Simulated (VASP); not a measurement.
# C (I4_1/amd) in VASP: a series of runs

C is run at these levels: PBE; tasks: single point.

Everything below comes from runs of VASP 6.6.1. Logs are shortened: lines on timing, memory, paths and dates and some standing lists are left out, and cuts for length are marked.

### Step 1. The cell of the first run

The structure is tetragonal, space group I4_1/amd (No. 141). The conventional cell has a = 2.652 Å, b = 2.652 Å, c = 3.482 Å, α = 90.00°, β = 90.00°, γ = 90.00°. Within 2.1 Å of C (site symmetry -4m2) lie 4 C at 1.59 Å.

### Step 2. Single point, PBE (strain +0.050 along x and y, -0.025 along z)

Input file INCAR:

```
SYSTEM = C
ALGO = Normal ; EDIFF = 1E-6
ENCUT = 520 ; GGA = PE
ISIF = 2 ; ISMEAR = 0
LASPH = .TRUE. ; LCHARG = .TRUE.
LELF = .TRUE. ; LREAL = .FALSE.
LVHAR = .TRUE. ; LWAVE = .FALSE.
NBANDS = 11 ; NELM = 80
PREC = Accurate ; SIGMA = 0.05
```

Input file KPOINTS:

```
k-points
0
G
  12 12 12
  0 0 0
```

Input file POSCAR:

```
C
1.0
    0.0000000000      1.8750244088      1.7410940939
    1.8750244088      0.0000000000      1.7410940939
    1.8750244088      1.8750244088      0.0000000000
C
2
Direct
    0.5000000000      0.5000000000      0.5000000000
    0.7500000000      0.7500000000      0.7500000000
```

Potentials or basis: VASP PAW PBE potentials, release 64 (C).

Launch:

```console
> cat potpaw_PBE.64/C/POTCAR > POTCAR
> mpirun -np 1 vasp_std > vasp.out
```

OUTCAR:

```text
SYSTEM = C
   EDIFF = 1E-6
   ENCUT = 520
   GGA = PE
   ISIF = 2
   ISMEAR = 0
   LASPH = .TRUE.
   LREAL = .FALSE.
   NELM = 80
   PREC = Accurate

 ion  position               nearest neighbor table
   1  0.500  0.500  0.500-   2 1.59   2 1.59   2 1.59   2 1.59
   2  0.750  0.750  0.750-   1 1.59   1 1.59   1 1.59   1 1.59

  LATTYP: Found a body centered tetragonal cell.
 ALAT       =     2.6516849487
 C/A-ratio  =     1.3131983079

  Lattice vectors:

 A1 = (   0.0000000000,  -1.8750244088,  -1.7410940939)
 A2 = (   0.0000000000,   1.8750244088,  -1.7410940939)
 A3 = (   1.8750244088,   0.0000000000,   1.7410940939)

Analysis of symmetry for initial positions (statically):
=====================================================================
 Subroutine PRICEL returns:
 Original cell was already a primitive cell.

 Routine SETGRP: Setting up the symmetry group for a
 body centered tetragonal supercell.

 Subroutine GETGRP returns: Found 16 space group operations
 (whereof  8 operations were pure point group operations)
 out of a pool of 16 trial point group operations.

The static configuration has the point symmetry D_2d.
 The point group associated with its full space group is D_4h.

Analysis of symmetry for dynamics (positions and initial velocities):
=====================================================================
 Subroutine PRICEL returns:
 Original cell was already a primitive cell.

 Routine SETGRP: Setting up the symmetry group for a
 body centered tetragonal supercell.

 Subroutine GETGRP returns: Found 16 space group operations
 (whereof  8 operations were pure point group operations)
 out of a pool of 16 trial point group operations.

The dynamic configuration has the point symmetry D_2d.
 The point group associated with its full space group is D_4h.

 Subroutine INISYM returns: Found 16 space group operations
 (whereof  8 operations are pure point group operations),
 and found     1 'primitive' translations

----------------------------------------------------------------------------------------

                                     Primitive cell

  volume of cell :      12.2424

  direct lattice vectors                    reciprocal lattice vectors
     0.000000000  1.875024409  1.741094094    -0.266663195  0.266663195  0.287175749
     1.875024409  0.000000000  1.741094094     0.266663195 -0.266663195  0.287175749
     1.875024409  1.875024409  0.000000000     0.266663195  0.266663195 -0.287175749

  length of vectors
[... 84 lines left out ...]
   EDIFFG = 0.1E-04   stopping-criterion for IOM
   NSW    =      0    number of steps for IOM
   IBRION =     -1    ionic relax: 0-MD 1-quasi-New 2-CG
   NFREE  =      0    steps in history (QN), initial steepest desc. (CG)
   ISIF   =      2    stress and relaxation
   ISYM   =      2    0-nonsym 1-usesym 2-fastsym
   POTIM  = 0.5000    time-step for ionic-motion
   TEBEG  =    0.0;   TEEND  =   0.0 temperature during run
   PSTRESS=    0.0 pullay stress
   NELECT =       8.0000    total number of electrons
   NUPDOWN=      -1.0000    fix difference up-down
   EMIN   =  10.00;   EMAX   =-10.00  energy-range for DOS
   EFERMI =   0.00;   METHOD = LEGACY
   ISMEAR =     0;   SIGMA  =   0.05  broadening in eV -4-tet -1-fermi 0-gaus
   EFERMI_NEDOS =   21; number of points for ismear=-14 and -15
   IALGO  =     38    algorithm
   IMIX   =      4    mixing-type and parameters
     AMIX     =   0.40;   BMIX     =  1.00
     AMIX_MAG =   1.60;   BMIX_MAG =  1.00
  volume/ion in A,a.u.               =       6.12        41.31
  Fermi-wavevector in a.u.,A,eV,Ry     =   1.420636  2.684613 27.459366  2.018206
  Thomas-Fermi vector in A             =   2.541530
   LORBIT       =      0    0 simple, 1 ext, 2 COOP (PROOUT), +10 PAW based schemes
   GGA     = PE    functional components
   LHFCALC =     F    Hartree Fock is set to
   AEXX    =    0.0000 exact exchange contribution
   IVDW    =     0    specifies the selected vdW correction
   LEPSILON=     F    determine dielectric tensor
   LRPA    =     F    only Hartree local field effects (RPA)
 non-spin polarized calculation
 Gauss-broadening in eV      SIGMA  =   0.05
  energy-cutoff  :      520.00
  volume of cell :       12.24
 maximum number of plane-waves:       344
   NGX =  9   NGY =  9   NGZ =  9

 number of electron       8.0000001 magnetization

 Free energy of the ion-electron system (eV)
  ---------------------------------------------------
  ext. energy  EPLUGINS =         0.00000000
  ---------------------------------------------------
  free energy    TOTEN  =       -17.99931991 eV

  energy without entropy =      -17.99931991  energy(sigma->0) =      -17.99931991

 E-fermi :   9.5273     XC(G=0): -12.8793

 val. band max:        9.3153703349   @ k =   0.0000   0.0000   0.0000
 cond. band min:      11.5759681612   @ k =   0.3333   0.3333   0.0000
 fundamental gap:      2.2605978262
 Fermi energy:         9.5273276805

 k-point     1 :       0.0000    0.0000    0.0000
  band No.  band energies     occupation
      1     -11.8131      2.00000
      2       8.3402      2.00000
      3       8.3402      2.00000
      4       9.3154      2.00000
      5      13.5060      0.00000
      6      14.3890      0.00000
      7      14.3890      0.00000
      8      20.2128      0.00000
      9      27.0674      0.00000
     10      32.6012      0.00000
     11      34.1850      0.00000
[... 309 lines left out ...]
 k-point    24 :      -0.4167    0.1667    0.0000
  band No.  band energies     occupation
      1      -6.1282      2.00000
      2      -2.9336      2.00000
      3       4.2098      2.00000
      4       4.7050      2.00000
      5      14.8335      0.00000
      6      18.3268      0.00000
      7      19.5643      0.00000
      8      22.7910      0.00000
      9      27.1254      0.00000
     10      31.8235      0.00000
     11      31.9807      0.00000

 [... further k-points ...]
[... 5 lines left out ...]
  --------------------------------------------------------------------------------------
  -------------------------------------------------------------------------------------
  Total       -3.5322379     -3.5322379      0.9394786      0.0000000      0.0000000      0.0000000
  in kB     -462.2686491   -462.2686491    122.9508076      0.0000000      0.0000000      0.0000000
  external PRESSURE =    -267.1954969 kB  Pullay stress =       0.0000000 kB

 VOLUME and BASIS-vectors are now :
 -----------------------------------------------------------------------------
  energy-cutoff  :      520.00
  volume of cell :       12.24
      direct lattice vectors                 reciprocal lattice vectors
     0.000000000  1.875024409  1.741094094    -0.266663195  0.266663195  0.287175749
     1.875024409  0.000000000  1.741094094     0.266663195 -0.266663195  0.287175749
     1.875024409  1.875024409  0.000000000     0.266663195  0.266663195 -0.287175749

 POSITION                                       TOTAL-FORCE (eV/Angst)
 -----------------------------------------------------------------------------------
      1.87502      1.87502      1.74109        -0.000000     -0.000000      0.000000
      2.81254      2.81254      2.61164         0.000000      0.000000     -0.000000
 -----------------------------------------------------------------------------------
    total drift:                                0.000000     -0.000000      0.000000

  FREE ENERGIE OF THE ION-ELECTRON SYSTEM (eV)
  ---------------------------------------------------
  free  energy   TOTEN  =       -17.9993199080 eV

  energy  without entropy=      -17.9993199080  energy(sigma->0) =      -17.99931991
```

stdout:

```text
POSCAR found type information on POSCAR C
 POSCAR found :  1 types and       2 ions
 scaLAPACK will be used
 LDA part: xc-table for (Slater+PW92), standard interpolation
 POSCAR, INCAR and KPOINTS ok, starting setup
 FFT: planning ... GRIDC
 FFT: planning ... GRID_SOFT
 FFT: planning ... GRID
 WAVECAR not read
 entering main loop
```

Wall time 7.1 s (1 thread of Intel Xeon 6975P-C (Granite Rapids), shared host); peak memory 0.12 GiB.

What came out:

```
Free energy            : -17.9993 eV
Pressure               : -26.7 GPa
Band gap on the k mesh : 2.26 eV, indirect (least direct gap 4.19 eV)
```

Caveat: the cell differs from its parent crystal (strain +0.050 along x and y, -0.025 along z). A k mesh can miss the band edges.

### Step 3. Single point, PBE (strain +0.050 along x and y, +0.000 along z)

Input file INCAR:

```
SYSTEM = C
  PREC = Accurate
  ENCUT = 520
  EDIFF = 1E-6
  ISMEAR = 0
  SIGMA = 0.05
  LREAL = .FALSE.
  LASPH = .TRUE.
  NELM = 80
  ALGO = Normal
  ISIF = 2
  LWAVE = .FALSE.
  LCHARG = .FALSE.
  GGA = PE
  NBANDS = 11
```

Input file KPOINTS:

```
Automatic mesh
0
G
  12 12 12
  0 0 0
```

Input file POSCAR:

```
C
1.0
    0.0000000000      1.8750244088      1.7857375322
    1.8750244088      0.0000000000      1.7857375322
    1.8750244088      1.8750244088      0.0000000000
C
2
Direct
    0.5000000000      0.5000000000      0.5000000000
    0.7500000000      0.7500000000      0.7500000000
```

Potentials or basis: VASP PAW PBE potentials, release 64 (C).

Launch:

```console
> cat potpaw_PBE.64/C/POTCAR > POTCAR
> mpirun -np 1 vasp_std > vasp.out
```

It took 7.1 s on 1 thread of Intel Xeon 6975P-C (Granite Rapids), shared host; peak memory 0.13 GiB.

The run converged. Its results:

```
Free energy            : -18.0026 eV
Pressure               : -34.7 GPa
Band gap on the k mesh : 2.80 eV, indirect (least direct gap 4.52 eV)
```

Stress tensor (GPa, compression positive):
```
-47.58   0.00   0.00
  0.00 -47.58   0.00
  0.00   0.00  -9.07
```

Levels at points of the mesh, in eV from the valence-band top:
| k point | band 1 | band 2 | band 3 | band 4 | band 5 | band 6 | band 7 | band 8 |
| --- | --- | --- | --- | --- | --- | --- | --- | --- |
| (0.00, 0.00, 0.00) | -20.59 | -0.65 | -0.65 | 0.00 | 4.52 | 5.09 | 5.09 | 10.61 |
| (0.50, 0.00, 0.00) | -15.37 | -12.72 | -3.36 | -2.60 | 6.55 | 7.43 | 8.26 | 14.31 |
| (0.50, 0.50, 0.00) | -12.05 | -12.05 | -6.56 | -6.56 | 3.42 | 3.42 | 15.03 | 15.03 |
| (0.50, 0.00, 0.50) | -12.73 | -12.73 | -5.90 | -5.90 | 4.48 | 4.48 | 14.70 | 14.70 |

Caveat: the cell differs from its parent crystal (strain +0.050 along x and y, +0.000 along z).

### Step 4. Single point, PBE (strain +0.000 along x and y, -0.050 along z)

Input file INCAR:

```
PREC     = Accurate       # precision mode
ENCUT    = 520            # plane-wave cutoff, eV
EDIFF    = 1E-6           # SCF threshold, eV
ISMEAR   = 0              # smearing method
SIGMA    = 0.05           # smearing width, eV
LREAL    = F              # projectors in reciprocal space
LASPH    = T              # aspherical terms in the spheres
NELM     = 100            # most SCF steps
ALGO     = Normal         # electronic algorithm
ISIF     = 2              # what is computed and relaxed
LWAVE    = F              # write WAVECAR
LCHARG   = T              # write CHGCAR
GGA      = PE             # functional
LELF     = T              # ELF
LVHAR    = T            
NBANDS   = 11             # bands
```

Input file KPOINTS:

```
regular mesh
0
Gamma
  12 12 12
```

Input file POSCAR:

```
C
1.0
    0.0000000000      1.7857375322      1.6964506556
    1.7857375322      0.0000000000      1.6964506556
    1.7857375322      1.7857375322      0.0000000000
C
2
Direct
    0.5000000000      0.5000000000      0.5000000000
    0.7500000000      0.7500000000      0.7500000000
```

Launch:

```console
> cat potpaw_PBE.64/C/POTCAR > POTCAR
> mpirun -np 1 vasp_std > vasp.out
```

It took 6.4 s on 1 thread of Intel Xeon 6975P-C (Granite Rapids), shared host; peak memory 0.12 GiB.

The run converged. Its results:

```
Free energy            : -18.0846 eV
Pressure               : 25.3 GPa
Band gap on the k mesh : 2.95 eV, indirect (least direct gap 4.81 eV)
```

Stress tensor (GPa, compression positive):
```
 9.54  0.00  0.00
 0.00  9.54  0.00
 0.00  0.00 56.96
```

Levels at points of the mesh, in eV from the valence-band top:
| k point | band 1 | band 2 | band 3 | band 4 | band 5 | band 6 | band 7 | band 8 | band 9 |
| --- | --- | --- | --- | --- | --- | --- | --- | --- | --- |
| (0.00, 0.00, 0.00) | -22.63 | -0.75 | -0.75 | 0.00 | 4.81 | 5.46 | 5.46 | 13.89 | 19.44 |
| (0.50, 0.00, 0.00) | -16.56 | -14.40 | -3.88 | -2.97 | 7.67 | 7.91 | 9.70 | 15.66 | 22.01 |
| (0.50, 0.50, 0.00) | -13.04 | -13.04 | -7.60 | -7.60 | 3.54 | 3.54 | 17.19 | 17.19 | 24.11 |
| (0.50, 0.00, 0.50) | -13.88 | -13.88 | -6.81 | -6.81 | 4.79 | 4.79 | 16.81 | 16.81 | 23.25 |

Caveat: the cell differs from its parent crystal (strain +0.000 along x and y, -0.050 along z).

### Step 5. Overview

```tsv
cell	gap on the mesh (eV)	pressure (GPa)
a = 2.559, b = 2.559, c = 2.652 Å, angles 58.8, 58.8, 62.4°, 2 atoms	2.26	-26.7
a = 2.589, b = 2.589, c = 2.652 Å, angles 59.2, 59.2, 61.6°, 2 atoms	2.80	-34.7
a = 2.463, b = 2.463, c = 2.525 Å, angles 59.2, 59.2, 61.7°, 2 atoms	2.95	25.3
```

Alike in all rows: task single point; level PBE; potentials or basis VASP PAW PBE potentials, release 64 (C); no spin polarisation; k mesh 12 × 12 × 12; cutoff (eV) 520; smearing gaussian 0.05 eV.

Absolute energies hang on the potentials; compare differences alone.
